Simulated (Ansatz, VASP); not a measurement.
**One calculation of FeCo3, two programs**

The input POSCAR:

```
FeCo3
1.0
    2.4660100000      0.0000000000      0.0000000000
    0.0000000000      2.4660100000      0.0000000000
    0.0000000000      0.0000000000      7.0634590000
Fe Co
1 3
Direct
    0.0000000000      0.0000000000      0.0000000000
    0.5000000000      0.5000000000      0.7454040000
    0.0000000000      0.0000000000      0.5000000000
    0.5000000000      0.5000000000      0.2545960000
```

INCAR.step1

```
SYSTEM = FeCo3
PREC = Accurate ; ENCUT = 520
ISMEAR = 0 ; SIGMA = 0.1
LREAL = .False. ; LASPH = .True.
NELM = 150 ; ISPIN = 2
MAGMOM = 3.1 2.09 2.12 2.09 ; LMAXMIX = 4
NBANDS = 30 ; GGA = PE
ALGO = Normal ; EDIFF = 1E-4
LWAVE = .True. ; LCHARG = .False.
```

File INCAR.step2:

```
SYSTEM = FeCo3
PREC = Accurate ; ENCUT = 520
EDIFF = 1E-7 ; ISMEAR = 0
SIGMA = 0.1 ; LREAL = .False.
LASPH = .True. ; NELM = 150
ALGO = Normal ; ISIF = 2
LWAVE = .False. ; LCHARG = .False.
ISPIN = 2 ; MAGMOM = 3.1 2.09 2.12 2.09
LORBIT = 11 ; LMAXMIX = 4
METAGGA = R2SCAN ; LMIXTAU = .True.
NBANDS = 30 ; ISTART = 1
```

File KPOINTS:

```
regular mesh
0
Gamma
  8 8 4
  0 0 0
```

Input for Ansatz:

```yaml
crystal:
  lattice:
    - [2.46601, 0.0, 0.0]
    - [0.0, 2.46601, 0.0]
    - [0.0, 0.0, 7.063459]
  atoms:
    - { symbol: Fe, position: [0.0, 0.0, 0.0], spin: 3.1 }
    - { symbol: Co, position: [0.5, 0.5, 0.745404], spin: 2.09 }
    - { symbol: Co, position: [0.0, 0.0, 0.5], spin: 2.12 }
    - { symbol: Co, position: [0.5, 0.5, 0.254596], spin: 2.09 }
basis:
  ecutwfc: 500
kpoints:
  mp_grid: { grid: [8, 8, 4] }
hamiltonian:
  xc: r2scan
scf:
  occupations: { method: gaussian, width: 0.1 }
output:
  forces: true
  stress: true
  eigenvalues: true
  populations: true
magnetization:
  spin_polarized: true
```

Alike in both runs: task single point; functional r2SCAN; k mesh 8 × 8 × 4; occupations gaussian, width 0.1 eV; collinear spin.

```csv
,VASP,Ansatz
version,VASP 6.6.1,Ansatz 0.2.0
potentials or method,"VASP PAW PBE potentials, release 64 (Fe, Co), cutoff 520 eV","scalar-relativistic, plane waves, PAW"
valence electrons in the cell,35,67
```

```tsv
	VASP	Ansatz	Ansatz less VASP
gap on the k mesh at the Fermi level (eV)	none	none	-
pressure (GPa)	5.8	5.9	+0.04
traceless stress, the component that is largest in VASP (GPa)	1.57	1.57	+0.001
rms of the force components (eV/Å)	0.179	0.186	+0.0071
net moment per atom (μB)	2.00	2.00	+0.003
size of the moment on the site where the two differ most (μB)	1.80	1.88	+0.076
```

VASP's potentials were made for PBE, not for r2SCAN. Site moments also hang on the region over which each program counts them. Atom by atom the forces differ by 0.007 eV/Å (rms over components). A gap of «none» marks a metal or a gap that the smearing closes. VASP's potentials hold 35 valence electrons a cell and Ansatz's 67, so a difference there can come from the potentials and not from the codes. Ansatz's warnings: stability check not made.
